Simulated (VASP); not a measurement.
Input of a VASP 6.6.1 run:

Contents of INCAR:

```
SYSTEM = Al2O3
PREC     = Accurate       ! precision mode
ENCUT    = 520            ! plane-wave cutoff, eV
EDIFF    = 1E-7           ! SCF threshold, eV
ISMEAR   = 0              ! smearing method
SIGMA    = 0.05           ! smearing width, eV
LREAL    = .False.        ! projectors in reciprocal space
LASPH    = .True.         ! aspherical terms in the spheres
NELM     = 100            ! most SCF steps
ALGO     = Normal         ! electronic algorithm
ISIF     = 2              ! what is computed and relaxed
LWAVE    = .False.        ! write WAVECAR
LCHARG   = .False.        ! write CHGCAR
GGA      = CA             ! functional
NBANDS   = 20             ! bands
```

The input KPOINTS:

```
regular mesh
0
Gamma
  9 9 4
  0 0 0
```

Contents of POSCAR:

```
Al2O3
1.0
    2.7689519504      0.0000000000      0.0000000000
   -1.3844759752      2.3979827309      0.0000000000
    0.0000000000      0.0000000000      9.3367544600
Al O
2 3
Direct
    0.0000000000      0.0000000000      0.1499923300
    0.0000000000      0.0000000000      0.8500076700
    0.3333333333      0.6666666667      0.2223169200
    0.6666666667      0.3333333333      0.0000000000
    0.3333333333      0.6666666667      0.7776830800
```

Potentials or basis: VASP PAW LDA potentials, release 64 (Al, O).

Launch:

```sh
$ cat potpaw_LDA.64/Al/POTCAR potpaw_LDA.64/O/POTCAR > POTCAR
$ mpirun -np 1 vasp_std > vasp.out
```

Task: What does it give for the largest force?

Result: 0.983 eV/Å.

Task: Estimate the pressure.

Result: 8.9 GPa.

Task: Predict the band gap on the k mesh.

Result: 5.85 eV (least direct gap 6.09 eV).

Forces on the atoms (eV/Å):
```
Al   0.000  0.000 -0.983
Al   0.000  0.000  0.983
O    0.000  0.000  0.525
O    0.000  0.000  0.000
O    0.000  0.000 -0.525
```

Caveat: the cell differs from its parent crystal (strain -0.040 along x and y, +0.000 along z); the cell stands under pressure; an odd mesh through Γ misses points on the zone boundary, where band edges can lie.
